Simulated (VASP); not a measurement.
**Bi: relaxation of cell and atoms with HSE06**

Bi:

```
Bi
1.0
    -1.98143    1.98143    1.98143
     1.98143   -1.98143    1.98143
     1.98143    1.98143   -1.98143
Bi
1
Direct
  0.00000 0.00000 0.00000
```

This isn't the form of Bi at room conditions, which is rhombohedral.

| Property | Result |
| --- | --- |
| Program | VASP 6.6.1 |
| Task | relaxation of cell and atoms |
| Functional | HSE06 |
| Potentials or basis | VASP PAW PBE potentials, release 64 (Bi_d) |
| Cutoff | 600 eV |
| k mesh | 5 × 5 × 5 |
| Occupations | fermi-dirac, width 0.05 eV |
| Spin | no spin polarisation |
| Dipole correction | no |
| Grid for exact exchange (PRECFOCK) | Normal |
| Further INCAR settings | ALGO = Normal; EDIFF = 1e-06; IBRION = 2; EDIFFG = -0.01; NSW = 60; ISIF = 3 |
| Share of exact exchange | 0.25 |
| Screening parameter | 0.2079 1/Å |

```
Relaxed volume                        : 30.23 Å³/atom
Relaxed cell                          : a = 3.399 Å, b = 3.399 Å, c = 3.399 Å, α = 109.47°, β = 109.47°, γ = 109.47°
Space group after relaxing (to 0.1 Å) : Im-3m (No. 229)
Energy gained by relaxing             : 4.1 meV/atom
Ionic steps                           : 6
Pressure after relaxing               : 0.0 GPa
Band gap on the k mesh                : zero (an odd number of electrons rules out a gap without spin polarisation)
```

The path:
| step | energy change (eV) | largest force (eV/Å) | pressure (GPa) | volume (Å³) |
| --- | --- | --- | --- | --- |
| 1 | 0.0000 | 0.0000 | -1.20 | 31.12 |
| 2 | -0.0042 | 0.0000 | -0.13 | 30.08 |
| 3 | -0.0042 | 0.0000 | 0.12 | 29.95 |
| 4 | -0.0042 | 0.0000 | 0.24 | 30.02 |
| 5 | -0.0042 | 0.0000 | 0.21 | 30.06 |
| 6 | -0.0041 | 0.0000 | 0.02 | 30.23 |

Final structure:
```
Bi
1.0
    -1.96243    1.96243    1.96243
     1.96243   -1.96243    1.96243
     1.96243    1.96243   -1.96243
Bi
1
Cartesian
  0.0000 0.0000 3.9249
```

Levels at points of the mesh, in eV from the Fermi level:
```csv
k point,band 5,band 6,band 7,band 8,band 9,band 10
"(0.00, 0.00, 0.00)",-25.38,-15.48,5.71,5.71,5.71,10.04
```

Run time: 68 min on 1 thread of Oxide Virtual Turin-like Processor, on a shared host, peak memory 0.25 GiB.

Caveat: the k points lie up to 0.45 Å⁻¹ apart in the final cell, too coarse for converged energies and pressures of a metal; the PAW data sets were made with another functional, which shifts forces and pressure a little; spin-orbit coupling is left out, which moves the levels of the heavy elements.
